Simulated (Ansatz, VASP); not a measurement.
Two plane-wave programs on Tl

INCAR

```
PREC = Accurate
ENCUT = 520
EDIFF = 1E-6
ISMEAR = 0
SIGMA = 0.1
LREAL = False
LASPH = True
NELM = 60
ALGO = Fast
ISIF = 2
LWAVE = False
LCHARG = False
GGA = PS
NBANDS = 34
```

KPOINTS

```
Automatic mesh
0
Gamma
  12 12 4
```

File POSCAR:

```
Tl
1.0
    3.5086375776      0.0000000000      0.0000000000
   -1.7543187888      3.0385692748      0.0000000000
    0.0000000000      0.0000000000     11.2656046300
Tl
4
Direct
    0.0617066728      0.1234133456      0.0000000000
    0.3333333300      0.6666666700      0.2500000000
    0.0000000000      0.0000000000      0.5000000000
    0.6666666700      0.3333333300      0.7500000000
```

Input for Ansatz:

```yaml
crystal:
  lattice:
    - [3.5086375776, 0.0, 0.0]
    - [-1.7543187888, 3.0385692748, 0.0]
    - [0.0, 0.0, 11.26560463]
  atoms:
    - { symbol: Tl, position: [0.0617066728, 0.1234133456, 0.0] }
    - { symbol: Tl, position: [0.33333333, 0.66666667, 0.25] }
    - { symbol: Tl, position: [0.0, 0.0, 0.5] }
    - { symbol: Tl, position: [0.66666667, 0.33333333, 0.75] }
basis:
  ecutwfc: 420
kpoints:
  mp_grid: { grid: [12, 12, 4] }
hamiltonian:
  xc: pbesol
scf:
  occupations: { method: gaussian, width: 0.1 }
output:
  forces: true
  stress: true
  eigenvalues: true
```

Change from the starting cell: one atom moved.

Alike in both runs: task single point; functional PBEsol; k mesh 12 × 12 × 4; occupations gaussian, width 0.1 eV; no spin polarisation.

```csv
,VASP,Ansatz
version,VASP 6.6.1,Ansatz 0.2.0
potentials or method,"VASP PAW PBE potentials, release 64 (Tl_d), cutoff 520 eV","scalar-relativistic, plane waves, PAW"
valence electrons in the cell,52,52
```

```tsv
	VASP	Ansatz	Ansatz less VASP
gap on the k mesh at the Fermi level (eV)	none	none	-
pressure (GPa)	-1.7	-1.7	+0.06
traceless stress, the component that is largest in VASP (GPa)	0.21	0.21	+0.005
rms of the force components (eV/Å)	0.019	0.019	+0.0001
```

VASP's potentials were made for PBE, not for PBEsol. Atom by atom the forces differ by 0.000 eV/Å (rms over components). A gap of «none» marks a metal or a gap that the smearing closes. With one functional, cell and mesh, what is left measures potentials, basis and numerics.

Neither program's run includes spin-orbit coupling.
